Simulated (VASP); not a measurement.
# SnSe (P6_3/mmc) in VASP: notebook

Runs on SnSe. Level: PBE. Tasks: single point.

Everything below comes from runs of VASP 6.6.1. Logs are shortened: lines on timing, memory, paths and dates and some standing lists are left out, and cuts for length are marked.

## 1. The cell of the first run

Symmetry: P6_3/mmc, No. 194, hexagonal system. Conventional cell: a = 3.983 Å, b = 3.983 Å, c = 16.944 Å, α = 90.00°, β = 90.00°, γ = 120.00°. Sn (site symmetry 3m) has 1 Sn at 2.47 Å and 3 Se at 2.64 Å within 3.3 Å. Within 3.5 Å of Se (site symmetry 3m) lie 3 Sn at 2.64 Å.

## 2. Single point, PBE

File INCAR:

```
SYSTEM = SnSe
  PREC = Accurate
  ENCUT = 520
  EDIFF = 1E-6
  ISMEAR = -1
  SIGMA = 0.0166
  LREAL = .False.
  LASPH = .True.
  NELM = 100
  ALGO = Normal
  ISIF = 2
  LWAVE = .False.
  LCHARG = .False.
  GGA = PE
  NBANDS = 50
```

File KPOINTS:

```
Automatic mesh
0
Gamma
  5 5 1
  0 0 0
```

File POSCAR:

```
SnSe
1.0
    3.9829100000      0.0000000000      0.0000000000
   -1.9914550000      3.4493050000      0.0000000000
    0.0000000000      0.0000000000     16.9438670000
Sn Se
4 4
Direct
    0.3333300000      0.6666700000      0.1770000000
    0.6666600000      0.3333300000      0.6770000000
    0.3333300000      0.6666700000      0.3230000000
    0.6666700000      0.3333400000      0.8230000000
    0.3333300000      0.6666700000      0.6000000000
    0.6666600000      0.3333300000      0.1000000000
    0.3333300000      0.6666700000      0.9000000000
    0.6666700000      0.3333400000      0.4000000000
```

Potentials or basis: VASP PAW PBE potentials, release 64 (Sn_d, Se).

Command:

```sh
> cat potpaw_PBE.64/Sn_d/POTCAR potpaw_PBE.64/Se/POTCAR > POTCAR
> mpirun -np 1 vasp_std > vasp.out
```

OUTCAR:

```text
SYSTEM = SnSe
   PREC = Accurate
   ENCUT = 520
   EDIFF = 1E-6
   ISMEAR = -1
   LREAL = .False.
   LASPH = .True.
   NELM = 100
   ISIF = 2
   GGA = PE

 ion  position               nearest neighbor table
   1  0.333  0.667  0.177-   3 2.47   6 2.64   6 2.64   6 2.64
   2  0.667  0.333  0.677-   4 2.47   5 2.64   5 2.64   5 2.64
   3  0.333  0.667  0.323-   1 2.47   8 2.64   8 2.64   8 2.64
   4  0.667  0.333  0.823-   2 2.47   7 2.64   7 2.64   7 2.64
   5  0.333  0.667  0.600-   2 2.64   2 2.64   2 2.64
   6  0.667  0.333  0.100-   1 2.64   1 2.64   1 2.64
   7  0.333  0.667  0.900-   4 2.64   4 2.64   4 2.64
   8  0.667  0.333  0.400-   3 2.64   3 2.64   3 2.64

  LATTYP: Found a hexagonal cell.
 ALAT       =     3.9829100000
 C/A-ratio  =     4.2541425741

  Lattice vectors:

 A1 = (   3.9829100000,   0.0000000000,   0.0000000000)
 A2 = (  -1.9914550000,   3.4493050000,   0.0000000000)
 A3 = (   0.0000000000,   0.0000000000,  16.9438670000)

Analysis of symmetry for initial positions (statically):
=====================================================================
 Subroutine PRICEL returns:
 Original cell was already a primitive cell.

 Routine SETGRP: Setting up the symmetry group for a
 hexagonal supercell.

 Subroutine GETGRP returns: Found  2 space group operations
 (whereof  1 operations were pure point group operations)
 out of a pool of 24 trial point group operations.

The static configuration has the point symmetry C_1 .
 The point group associated with its full space group is C_2 .

Analysis of symmetry for dynamics (positions and initial velocities):
=====================================================================
 Subroutine PRICEL returns:
 Original cell was already a primitive cell.

 Routine SETGRP: Setting up the symmetry group for a
 hexagonal supercell.

 Subroutine GETGRP returns: Found  2 space group operations
 (whereof  1 operations were pure point group operations)
 out of a pool of 24 trial point group operations.

The dynamic configuration has the point symmetry C_1 .
 The point group associated with its full space group is C_2 .

 Subroutine INISYM returns: Found  2 space group operations
 (whereof  1 operations are pure point group operations),
 and found     1 'primitive' translations

----------------------------------------------------------------------------------------

                                     Primitive cell

  volume of cell :     232.7794

  direct lattice vectors                    reciprocal lattice vectors
     3.982910000  0.000000000  0.000000000     0.251072708  0.144956738  0.000000000
    -1.991455000  3.449305000  0.000000000     0.000000000  0.289913475  0.000000000
     0.000000000  0.000000000 16.943867000     0.000000000  0.000000000  0.059018405

  length of vectors
     3.982910000  3.982913255 16.943867000     0.289913712  0.289913475  0.059018405

  position of ions in fractional coordinates (direct lattice)
     0.333330000  0.666670000  0.177000000
     0.666660000  0.333330000  0.677000000
     0.333330000  0.666670000  0.323000000
     0.666670000  0.333340000  0.823000000
     0.333330000  0.666670000  0.600000000
     0.666660000  0.333330000  0.100000000
     0.333330000  0.666670000  0.900000000
     0.666670000  0.333340000  0.400000000

  ion indices of the primitive-cell ions
   primitive index   ion index
                 1           1
                 2           2
                 3           3
                 4           4
                 5           5
                 6           6
                 7           7
                 8           8

----------------------------------------------------------------------------------------

 KPOINTS: Automatic mesh

Automatic generation of k-mesh.
 Grid dimensions read from file:
 generate k-points for:    5    5    1

 Generating k-lattice:

  Cartesian coordinates                     Fractional coordinates (reciprocal lattice)
     0.050214542  0.028991348  0.000000000     0.200000000 -0.000000000  0.000000000
     0.000000000  0.057982695  0.000000000     0.000000000  0.200000000  0.000000000
     0.000000000  0.000000000  0.059018405     0.000000000  0.000000000  1.000000000

  Length of vectors
     0.057982742  0.057982695  0.059018405

  Shift w.r.t. Gamma in fractional coordinates (k-lattice)
     0.000000000  0.000000000  0.000000000

 Subroutine IBZKPT returns following result:
 ===========================================

 Found      9 irreducible k-points:

 Following reciprocal coordinates:
            Coordinates               Weight
  0.000000  0.000000  0.000000      1.000000
  0.200000  0.000000  0.000000      4.000000
 -0.200000  0.200000  0.000000      2.000000
  0.400000  0.000000  0.000000      4.000000
 -0.400000  0.400000  0.000000      2.000000
  0.200000  0.200000  0.000000      2.000000
 -0.200000  0.400000  0.000000      4.000000
  0.400000  0.200000  0.000000      4.000000
  0.400000  0.400000  0.000000      2.000000
   k-points           NKPTS =      9   k-points in BZ     NKDIM =      9   number of bands    NBANDS=     50
   number of dos      NEDOS =    301   number of ions     NIONS =      8
   total plane-waves  NPLWV = 113400
   dimension x,y,z NGX =    30 NGY =   30 NGZ =  126
   dimension x,y,z NGXF=    60 NGYF=   60 NGZF=  252
   ions per type =               4   4
   NGX,Y,Z   is equivalent  to a cutoff of  12.52, 12.52, 12.36 a.u.
   NGXF,Y,Z  is equivalent  to a cutoff of  25.04, 25.04, 24.73 a.u.
 SYSTEM =  SnSe
   PREC   = accura    normal or accurate (medium, high low for compatibility)
   ISTART =      0    job   : 0-new  1-cont  2-samecut
   ICHARG =      2    charge: 1-file 2-atom 10-const
   ISPIN  =      1    spin polarized calculation?
   LNONCOLLINEAR =      F non collinear calculations
   LSORBIT =      F    spin-orbit coupling
   LASPH  =      T    aspherical Exc in radial PAW
   ENCUT  =  520.0 eV  38.22 Ry    6.18 a.u.   7.41  7.41 31.50*2*pi/ulx,y,z
   NELM   =    100;   NELMIN=  2; NELMDL= -5     # of ELM steps
   EDIFF  = 0.1E-05   stopping-criterion for ELM
   LREAL  =      F    real-space projection
   EDIFFG = 0.1E-04   stopping-criterion for IOM
   NSW    =      0    number of steps for IOM
   IBRION =     -1    ionic relax: 0-MD 1-quasi-New 2-CG
   NFREE  =      0    steps in history (QN), initial steepest desc. (CG)
   ISIF   =      2    stress and relaxation
   ISYM   =      2    0-nonsym 1-usesym 2-fastsym
   POTIM  = 0.5000    time-step for ionic-motion
   TEBEG  =    0.0;   TEEND  =   0.0 temperature during run
   PSTRESS=    0.0 pullay stress
   NELECT =      80.0000    total number of electrons
   NUPDOWN=      -1.0000    fix difference up-down
   EMIN   =  10.00;   EMAX   =-10.00  energy-range for DOS
   EFERMI =   0.00;   METHOD = LEGACY
   ISMEAR =    -1;   SIGMA  =   0.02  broadening in eV -4-tet -1-fermi 0-gaus
   EFERMI_NEDOS =   21; number of points for ismear=-14 and -15
   IALGO  =     38    algorithm
   IMIX   =      4    mixing-type and parameters
     AMIX     =   0.40;   BMIX     =  1.00
     AMIX_MAG =   1.60;   BMIX_MAG =  1.00
  volume/ion in A,a.u.               =      29.10       196.36
  Fermi-wavevector in a.u.,A,eV,Ry     =   1.146718  2.166983 17.891146  1.314962
  Thomas-Fermi vector in A             =   2.283401
   LORBIT       =      0    0 simple, 1 ext, 2 COOP (PROOUT), +10 PAW based schemes
   GGA     = PE    functional components
   LHFCALC =     F    Hartree Fock is set to
   AEXX    =    0.0000 exact exchange contribution
   IVDW    =     0    specifies the selected vdW correction
   LEPSILON=     F    determine dielectric tensor
   LRPA    =     F    only Hartree local field effects (RPA)
 non-spin polarized calculation
  energy-cutoff  :      520.00
  volume of cell :      232.78
 maximum number of plane-waves:      6321
 NGX is ok and might be reduce to    30
   NGX = 15   NGY = 15   NGZ = 63

 number of electron      79.9999986 magnetization

 Free energy of the ion-electron system (eV)
  ---------------------------------------------------
  ext. energy  EPLUGINS =         0.00000000
  ---------------------------------------------------
  free energy    TOTEN  =       -27.46762106 eV

  energy without entropy =      -27.45241463  energy(sigma->0) =      -27.46001784

 E-fermi :   5.4504     XC(G=0):  -9.0872

 val. band max:        5.4427163377   @ k =   0.4000   0.2000   0.0000
 cond. band min:       5.4637351857   @ k =  -0.2000   0.2000   0.0000
 fundamental gap:      0.0210188479
 Fermi energy:         5.4503750946

 k-point     1 :       0.0000    0.0000    0.0000
  band No.  band energies     occupation
      1     -17.5327      2.00000
      2     -17.5326      2.00000
      3     -17.1776      2.00000
      4     -17.1776      2.00000
      5     -17.1776      2.00000
      6     -17.1776      2.00000
[... 42 lines left out ...]
     49       8.8951      0.00000
     50       8.8951      0.00000

 k-point     2 :       0.2000    0.0000    0.0000
  band No.  band energies     occupation
      1     -17.5283      2.00000
      2     -17.5282      2.00000
      3     -17.1894      2.00000
      4     -17.1893      2.00000
      5     -17.1795      2.00000
      6     -17.1795      2.00000
[... 42 lines left out ...]
     49       9.5706      0.00000
     50       9.5905      0.00000

 k-point     3 :      -0.2000    0.2000    0.0000
  band No.  band energies     occupation
      1     -17.5283      2.00000
      2     -17.5282      2.00000
      3     -17.1894      2.00000
      4     -17.1893      2.00000
      5     -17.1795      2.00000
      6     -17.1795      2.00000
[... 307 lines left out ...]
     49       9.5909      0.00000
     50       9.7239      0.00000

 k-point     9 :       0.4000    0.4000    0.0000
  band No.  band energies     occupation
      1     -17.5189      2.00000
      2     -17.5189      2.00000
      3     -17.2092      2.00000
      4     -17.2091      2.00000
      5     -17.1885      2.00000
      6     -17.1885      2.00000
[... 42 lines left out ...]
     49       9.5909      0.00000
     50       9.7239      0.00000

------------------------ aborting loop because EDIFF is reached ----------------------------------------

  FORCE on cell =-STRESS in cart. coord.  units (eV):
  Direction    XX          YY          ZZ          XY          YZ          ZX
  --------------------------------------------------------------------------------------
  -------------------------------------------------------------------------------------
  Total        8.1359478      8.1362495     25.4506293      0.0002459      0.0002883      0.0001665
  in kB       55.9982059     56.0002821    175.1719173      0.0016924      0.0019844      0.0011456
  external PRESSURE =      95.7234684 kB  Pullay stress =       0.0000000 kB

 VOLUME and BASIS-vectors are now :
 -----------------------------------------------------------------------------
  energy-cutoff  :      520.00
  volume of cell :      232.78
      direct lattice vectors                 reciprocal lattice vectors
     3.982910000  0.000000000  0.000000000     0.251072708  0.144956738  0.000000000
    -1.991455000  3.449305000  0.000000000     0.000000000  0.289913475  0.000000000
     0.000000000  0.000000000 16.943867000     0.000000000  0.000000000  0.059018405

 POSITION                                       TOTAL-FORCE (eV/Angst)
 -----------------------------------------------------------------------------------
     -0.00002      2.29955      2.99906        -0.000015     -0.000097     -3.105515
      1.99144      1.14976     11.47100        -0.000030      0.000020     -3.105702
     -0.00002      2.29955      5.47287         0.000076      0.000061      3.105515
      1.99146      1.14979     13.94480        -0.000033      0.000016      3.105702
     -0.00002      2.29955     10.16632        -0.000015     -0.000105     -1.004927
      1.99144      1.14976      1.69439         0.000007      0.000088     -1.004968
     -0.00002      2.29955     15.24948         0.000083      0.000066      1.004927
      1.99146      1.14979      6.77755        -0.000073     -0.000050      1.004968
 -----------------------------------------------------------------------------------
    total drift:                                0.000001     -0.000001     -0.000000

  FREE ENERGIE OF THE ION-ELECTRON SYSTEM (eV)
  ---------------------------------------------------
  free  energy   TOTEN  =       -27.4676210580 eV

  energy  without entropy=      -27.4524146320  energy(sigma->0) =      -27.46001784
```

It took 2.4 min on 1 thread of AMD EPYC 7R43 (Zen 3), shared host; peak memory 0.32 GiB.

Results:

```yaml
Free_energy: -27.4676 eV
Pressure: 9.6 GPa
Largest_force: 3.106 eV/Å
Band_gap_on_the_k_mesh: zero (band 40 reaches 5.67 eV, above the bottom of band 41 at 5.33 eV)
```

Forces on the atoms (eV/Å):
```
Sn   0.000  0.000 -3.106
Sn   0.000  0.000 -3.106
Sn   0.000  0.000  3.106
Sn   0.000  0.000  3.106
Se   0.000  0.000 -1.005
Se   0.000  0.000 -1.005
Se   0.000  0.000  1.005
Se   0.000  0.000  1.005
```

Caveat: the k points lie up to 0.37 Å⁻¹ apart; spin-orbit coupling is left out, which moves the levels of the heavy elements; this functional lacks dispersion, which binds the layers, so the pressure and a relaxed spacing across them are unreliable; forces of over 1 eV/Å act on the atoms, so gaps and moduli don't describe the material at rest.

## 3. Single point, PBE

File INCAR:

```
PREC = Accurate
ENCUT = 520
EDIFF = 1E-7
ISMEAR = -1
SIGMA = 0.0166
LREAL = False
LASPH = True
NELM = 100
ALGO = Normal
ISIF = 2
LWAVE = False
LCHARG = False
GGA = PE
NBANDS = 50
```

File KPOINTS:

```
regular mesh
0
Gamma
  5 5 1
```

POSCAR is that of step 2.

Potentials or basis: VASP PAW PBE potentials, release 64 (Sn_d, Se).

Command:

```sh
> cat potpaw_PBE.64/Sn_d/POTCAR potpaw_PBE.64/Se/POTCAR > POTCAR
> mpirun -np 1 vasp_std > vasp.out
```

It took 2.3 min on 1 thread of AMD EPYC 7R43 (Zen 3), shared host; peak memory 0.32 GiB.

The run converged. Its results:

| Quantity | Value |
| --- | --- |
| Free energy | -27.4676 eV |
| Pressure | 9.6 GPa |
| Largest force | 3.105 eV/Å |
| Band gap on the k mesh | zero (band 40 reaches 5.67 eV, above the bottom of band 41 at 5.33 eV) |

Forces in eV/Å, atoms in the order of the input:
```
Sn   0.000  0.000 -3.105
Sn   0.000  0.000 -3.105
Sn   0.000  0.000  3.105
Sn   0.000  0.000  3.105
Se   0.000  0.000 -1.005
Se   0.000  0.000 -1.005
Se   0.000  0.000  1.005
Se   0.000  0.000  1.005
```

Stress tensor (GPa, compression positive):
```
 5.59  0.00  0.00
 0.00  5.59  0.00
 0.00  0.00 17.51
```

Levels at points of the mesh, in eV from the Fermi level:
```tsv
k point	band 37	band 38	band 39	band 40	band 41	band 42	band 43	band 44	band 45	band 46
(0.00, 0.00, 0.00)	-2.60	-1.98	-1.39	-0.30	-0.12	0.01	1.48	1.48	1.51	1.51
```

Caveat: the k points lie up to 0.37 Å⁻¹ apart; spin-orbit coupling is left out, which moves the levels of the heavy elements; this functional lacks dispersion, which binds the layers, so the pressure and a relaxed spacing across them are unreliable; forces of over 1 eV/Å act on the atoms, so gaps and moduli don't describe the material at rest.
